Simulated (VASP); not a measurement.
Set up this calculation in VASP 6.6.1, as the native input.

```yaml
Task: single point
Functional: PBE
Potentials_or_basis: VASP PAW PBE potentials, release 64 (Pd)
Cutoff: 520 eV
k_mesh: 20 × 20 × 20
Occupations: methfessel-paxton, width 0.1 eV
Spin: no spin polarisation
Dipole_correction: no
Further_INCAR_settings: ALGO = Fast; EDIFF = 1e-06; NBANDS = 11
```

The structure of Pd lies in POSCAR:

```
Pd
1.0
    0.0000000000      1.9706514613      1.9706514613
    1.9706514613      0.0000000000      1.9706514613
    1.9706514613      1.9706514613      0.0000000000
Pd
1
Direct
    0.0000000000      0.0000000000      0.0000000000
```

The input as run:

INCAR

```
SYSTEM = Pd
ALGO     = Fast           ! electronic algorithm
EDIFF    = 1E-6           ! SCF threshold, eV
ENCUT    = 520            ! plane-wave cutoff, eV
GGA      = PE             ! functional
ISIF     = 2              ! what is computed and relaxed
ISMEAR   = 1              ! smearing method
LASPH    = .TRUE.         ! aspherical terms in the spheres
LCHARG   = .FALSE.        ! write CHGCAR
LREAL    = .FALSE.        ! projectors in reciprocal space
LWAVE    = .FALSE.        ! write WAVECAR
NBANDS   = 11             ! bands
NELM     = 60             ! most SCF steps
PREC     = Accurate       ! precision mode
SIGMA    = 0.1            ! smearing width, eV
```

KPOINTS

```
k-points
0
G
  20 20 20
  0 0 0
```

Potentials or basis: VASP PAW PBE potentials, release 64 (Pd).

Launch:

```console
$ cat potpaw_PBE.64/Pd/POTCAR > POTCAR
$ mpirun -np 1 vasp_std > vasp.out
```

Results of the run:

* Pressure: -0.3 GPa
* Band gap on the k mesh: zero (bands 5 and 6 overlap by 1.49 eV)

It took 46 s on 1 thread of Intel Xeon 8259CL (shared host), peak memory 0.17 GiB.
